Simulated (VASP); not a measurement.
Set up this calculation in VASP 6.6.1, as the native input.

* Task: relaxation of cell and atoms
* Functional: PBE
* Potentials or basis: VASP PAW PBE potentials, release 64 (Be, Se)
* Cutoff: 600 eV
* k mesh: 4 × 4 × 4
* Occupations: gaussian, width 0.1 eV
* Spin: no spin polarisation
* Dipole correction: no
* Further INCAR settings: ALGO = Normal; EDIFF = 1e-06; IBRION = 2; EDIFFG = -0.04; NSW = 90; ISIF = 3

The structure of Be4Se lies in POSCAR:

```
Be4Se
1.0
    5.8989939000      0.0000000000      0.0000000000
    0.0000000000      5.8989939000      0.0000000000
    0.0000000000      0.0000000000      5.8989939000
Be Se
4 1
Direct
    0.2500000000      0.2500000000      0.2500000000
    0.7500000000      0.7500000000      0.2500000000
    0.7500000000      0.2500000000      0.7500000000
    0.2500000000      0.7500000000      0.7500000000
    0.0000000000      0.0000000000      0.0000000000
```

The input as run:

INCAR

```
PREC = Accurate ; ENCUT = 600
EDIFF = 1E-6 ; ISMEAR = 0
SIGMA = 0.1 ; LREAL = F
LASPH = T ; NELM = 80
ALGO = Normal ; ISIF = 3
LWAVE = F ; LCHARG = F
GGA = PE ; IBRION = 2
NSW = 90 ; EDIFFG = -0.04
```

KPOINTS

```
regular mesh
0
Gamma
  4 4 4
```

Potentials or basis: VASP PAW PBE potentials, release 64 (Be, Se).

Command:

```console
$ cat potpaw_PBE.64/Be/POTCAR potpaw_PBE.64/Se/POTCAR > POTCAR
$ mpirun -np 1 vasp_std > vasp.out
```

It gave:

```
Relaxed volume                         : 12.80 Å³/atom
Relaxed cell                           : a = 4.000 Å, b = 4.000 Å, c = 4.000 Å, α = 90.00°, β = 90.00°, γ = 90.00°
Space group after relaxing (to 0.05 Å) : P-43m (No. 215)
Energy gained by relaxing              : 1930.4 meV/atom
Ionic steps                            : 24
Pressure after relaxing                : 0.0 GPa
Band gap on the k mesh                 : zero (band 7 reaches 5.14 eV, above the bottom of band 8 at 1.87 eV)
```

Caveat: the volume moved by over 15 % at a fixed basis, so the end points are rough.

Wall time 7.4 min on 1 thread of Intel Xeon 6455B, on a shared host, peak memory 0.37 GiB.
